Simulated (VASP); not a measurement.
# W in VASP: single point with PBE+D3(BJ)

Aim: the single point of W with PBE+D3(BJ).

Everything below comes from runs of VASP 6.6.1. Logs are shortened: lines on timing, memory, paths and dates and some standing lists are left out, and cuts for length are marked.

## (1) The cell of the first run

The cell holds a slab with vacuum, 16 atoms: a = 5.472 Å, b = 5.472 Å, c = 23.702 Å, α = 90.00°, β = 90.00°, γ = 109.47°.

## (2) Single point, PBE+D3(BJ)

Contents of INCAR:

```
PREC = Accurate
ENCUT = 520
EDIFF = 1E-6
ISMEAR = 0
SIGMA = 0.1
LREAL = Auto
LASPH = T
NELM = 60
ALGO = Fast
ISIF = 2
LWAVE = F
LCHARG = F
LDIPOL = T
IDIPOL = 3
DIPOL = 0.5 0.5 0.500
GGA = PE
IVDW = 12
NBANDS = 126
```

Contents of KPOINTS:

```
regular mesh
0
Gamma
  6 6 1
```

Contents of POSCAR:

```
W
1.0
    5.4721979736      0.0000000000      0.0000000000
   -1.8240659912      5.1592377269      0.0000000000
    0.0000000000      0.0000000000     23.7020464035
W
16
Direct
    0.2500000000      0.2500000000      0.3586188237
    0.2500000000      0.7500000000      0.3586188237
    0.7500000000      0.2500000000      0.3586188237
    0.7500000000      0.7500000000      0.3586188237
    0.5000000000      0.5000000000      0.4528729412
    0.5000000000      0.0000000000      0.4528729412
    0.0000000000      0.5000000000      0.4528729412
    0.0000000000      0.0000000000      0.4528729412
    0.7500000000      0.7500000000      0.5476361489
    0.7500000000      0.2500000000      0.5476361489
    0.2500000000      0.7500000000      0.5476361489
    0.2500000000      0.2500000000      0.5476361489
    0.0000000000      0.0000000000      0.6393943786
    0.0000000000      0.5000000000      0.6393943786
    0.5000000000      0.0000000000      0.6393943786
    0.5000000000      0.5000000000      0.6393943786
```

Potentials or basis: VASP PAW PBE potentials, release 64 (W_sv).

Launch:

```
> cat potpaw_PBE.64/W_sv/POTCAR > POTCAR
> mpirun -np 1 vasp_std > vasp.out
```

OUTCAR:

```text
PREC = Accurate
   ENCUT = 520
   EDIFF = 1E-6
   ISMEAR = 0
   LREAL = Auto
   LASPH = T
   NELM = 60
   ISIF = 2
   GGA = PE
   IVDW = 12
 IVDW          = 12

 ion  position               nearest neighbor table
   1  0.250  0.250  0.359-   5 2.74   8 2.74   3 2.74   3 2.74   2 2.74   2 2.74   7 3.16   6 3.16
                             4 3.16   4 3.16
   2  0.250  0.750  0.359-   6 2.74   7 2.74   4 2.74   4 2.74   1 2.74   1 2.74   5 3.16   8 3.16
                             3 3.16   3 3.16
   3  0.750  0.250  0.359-   6 2.74   7 2.74   1 2.74   1 2.74   4 2.74   4 2.74   5 3.16   8 3.16
                             2 3.16   2 3.16
   4  0.750  0.750  0.359-   5 2.74   8 2.74   2 2.74   2 2.74   3 2.74   3 2.74   7 3.16   6 3.16
                             1 3.16   1 3.16
   5  0.500  0.500  0.453-   1 2.74   4 2.74   7 2.74   7 2.74   6 2.74   6 2.74   9 2.75  12 2.75
                             3 3.16   2 3.16   8 3.16   8 3.16  10 3.17  11 3.17
   6  0.500  0.000  0.453-   2 2.74   3 2.74   8 2.74   8 2.74   5 2.74   5 2.74  10 2.75  11 2.75
                             1 3.16   4 3.16   7 3.16   7 3.16  12 3.17   9 3.17
   7  0.000  0.500  0.453-   2 2.74   3 2.74   5 2.74   5 2.74   8 2.74   8 2.74  10 2.75  11 2.75
                             1 3.16   4 3.16   6 3.16   6 3.16  12 3.17   9 3.17
   8  0.000  0.000  0.453-   1 2.74   4 2.74   6 2.74   6 2.74   7 2.74   7 2.74   9 2.75  12 2.75
                             3 3.16   2 3.16   5 3.16   5 3.16  10 3.17  11 3.17
   9  0.750  0.750  0.548-  13 2.69  16 2.69  11 2.74  11 2.74  10 2.74  10 2.74   5 2.75   8 2.75
[... 23 lines left out ...]
 A1 = (   5.4721979736,   0.0000000000,   0.0000000000)
 A2 = (  -1.8240659912,   5.1592377269,   0.0000000000)
 A3 = (   0.0000000000,   0.0000000000,  23.7020464035)

Analysis of symmetry for initial positions (statically):
=====================================================================
 Subroutine PRICEL returns following result:

  LATTYP: Found a base centered orthorhombic cell.
 ALAT       =     3.1593749731
 B/A-ratio  =     1.4142135624
 C/A-ratio  =     7.5021314675

  Lattice vectors:

 A1 = (   2.7360989868,   0.0000000000,   0.0000000000)
 A2 = (  -0.9120329956,   2.5796188634,   0.0000000000)
 A3 = (   0.0000000000,   0.0000000000,  23.7020464035)

   4 primitive cells build up your supercell.

 Routine SETGRP: Setting up the symmetry group for a
 base centered orthorhombic supercell.

 Subroutine GETGRP returns: Found  4 space group operations
 (whereof  4 operations were pure point group operations)
 out of a pool of  8 trial point group operations.

The static configuration has the point symmetry C_2v.

Analysis of symmetry for dynamics (positions and initial velocities):
=====================================================================
 Subroutine PRICEL returns following result:

  LATTYP: Found a base centered orthorhombic cell.
 ALAT       =     3.1593749731
[... 132 lines left out ...]
  Fermi-wavevector in a.u.,A,eV,Ry     =   1.136702  2.148054 17.579957  1.292090
  Thomas-Fermi vector in A             =   2.273407
   LORBIT       =      0    0 simple, 1 ext, 2 COOP (PROOUT), +10 PAW based schemes
   GGA     = PE    functional components
   LHFCALC =     F    Hartree Fock is set to
   AEXX    =    0.0000 exact exchange contribution
   IVDW    =    12    specifies the selected vdW correction
   LEPSILON=     F    determine dielectric tensor
   LRPA    =     F    only Hartree local field effects (RPA)
 non-spin polarized calculation
 RMM-DIIS sequential band-by-band and
 Gauss-broadening in eV      SIGMA  =   0.10
  energy-cutoff  :      520.00
  volume of cell :      669.16
 maximum number of plane-waves:     18083
 NGX is ok and might be reduce to    42
   NGX = 21   NGY = 21   NGZ = 89

 dipolmoment           0.000000      0.000000      0.381591 electrons x Angstroem

 number of electron     224.0000061 magnetization

 dipolmoment           0.000000      0.000000     -0.012369 electrons x Angstroem

 Free energy of the ion-electron system (eV)
  ---------------------------------------------------
  ext. energy  EPLUGINS =         0.00000000
  ---------------------------------------------------
  free energy    TOTEN  =      -195.75725266 eV

  energy without entropy =     -195.67558228  energy(sigma->0) =     -195.71641747

 E-fermi :   1.4042     XC(G=0):  -6.0651

 val. band max:        1.3982109687   @ k =   0.1667   0.0000   0.0000
 cond. band min:       1.4082398881   @ k =   0.3333   0.1667   0.0000
 fundamental gap:      0.0100289194
 Fermi energy:         1.4042201475

 k-point     1 :       0.0000    0.0000    0.0000
  band No.  band energies     occupation
      1     -72.7949      2.00000
      2     -72.7319      2.00000
      3     -72.6935      2.00000
      4     -72.6935      2.00000
      5     -72.6705      2.00000
      6     -72.6705      2.00000
[... 1640 lines left out ...]
    123       2.0716      0.00000
    124       2.0763      0.00000
 [bands above 124 left out]

------------------------ aborting loop because EDIFF is reached ----------------------------------------

 vacuum level on the upper side and lower side of the slab       (xc-potential included)        -0.110        -0.032

 Edisp (eV)   -7.98543

 E8    (eV) :    -4.2388

  FORCE on cell =-STRESS in cart. coord.  units (eV):
  Direction    XX          YY          ZZ          XY          YZ          ZX
  --------------------------------------------------------------------------------------
  -------------------------------------------------------------------------------------
  Total     -16.10676   -17.99136    -3.87547    -2.66524     0.00000     0.00000
  in kB     -38.56430   -43.07661    -9.27902    -6.38136     0.00000     0.00000
  external pressure =      -30.31 kB  Pullay stress =        0.00 kB

 VOLUME and BASIS-vectors are now :
 -----------------------------------------------------------------------------
  energy-cutoff  :      520.00
  volume of cell :      669.16
      direct lattice vectors                 reciprocal lattice vectors
     5.472197974  0.000000000  0.000000000     0.182741927  0.064609028  0.000000000
    -1.824065991  5.159237727  0.000000000     0.000000000  0.193827083  0.000000000
     0.000000000  0.000000000 23.702046403     0.000000000  0.000000000  0.042190450

 POSITION                                       TOTAL-FORCE (eV/Angst)
 -----------------------------------------------------------------------------------
      0.91203      1.28981      8.50000        -0.000000      0.000000      0.475598
      0.00000      3.86943      8.50000         0.000000      0.000000      0.475598
      3.64813      1.28981      8.50000        -0.000000      0.000000      0.475598
      2.73610      3.86943      8.50000         0.000000     -0.000000      0.475598
      1.82407      2.57962     10.73402        -0.000000      0.000000     -0.511825
      2.73610      0.00000     10.73402        -0.000000      0.000000     -0.511825
[... 8 lines left out ...]
      2.73610      0.00000     15.15496        -0.000000      0.000000      0.044171
      1.82407      2.57962     15.15496        -0.000000      0.000000      0.044171
 -----------------------------------------------------------------------------------
    total drift:                                0.000000      0.000000      0.023646

  FREE ENERGIE OF THE ION-ELECTRON SYSTEM (eV)
  ---------------------------------------------------
  free  energy   TOTEN  =      -203.7426848851 eV

  energy  without entropy=     -203.6610145056  energy(sigma->0) =     -203.70184970

 vacuum level on the upper side and lower side of the slab         6.153         6.233
```

stdout:

```text
POSCAR found type information on POSCAR W
 POSCAR found :  1 types and      16 ions
 scaLAPACK will be used
 LDA part: xc-table for (Slater+PW92), standard interpolation
 POSCAR, INCAR and KPOINTS ok, starting setup
 FFT: planning ... GRIDC
 FFT: planning ... GRID_SOFT
 FFT: planning ... GRID
 WAVECAR not read
 entering main loop
```

Wall time 68 min (1 thread of Oxide Virtual Turin-like, shared host); peak memory 1 GiB.

Results:

| Quantity | Value |
| --- | --- |
| Free energy | -203.7427 eV |
| Largest force | 0.512 eV/Å |
| Band gap on the k mesh | zero (bands 112 and 113 overlap by 1.33 eV) |
| Dispersion energy per atom | -0.499 eV |

Forces on the atoms (eV/Å):
```
W    0.000  0.000  0.476
W    0.000  0.000  0.476
W    0.000  0.000  0.476
W    0.000  0.000  0.476
W    0.000  0.000 -0.512
W    0.000  0.000 -0.512
W    0.000  0.000 -0.512
W    0.000  0.000 -0.512
W    0.000  0.000 -0.008
W    0.000  0.000 -0.008
W    0.000  0.000 -0.008
W    0.000  0.000 -0.008
W    0.000  0.000  0.044
W    0.000  0.000  0.044
W    0.000  0.000  0.044
W    0.000  0.000  0.044
```

Caveat: spin-orbit coupling is left out, which moves the levels of the heavy elements.
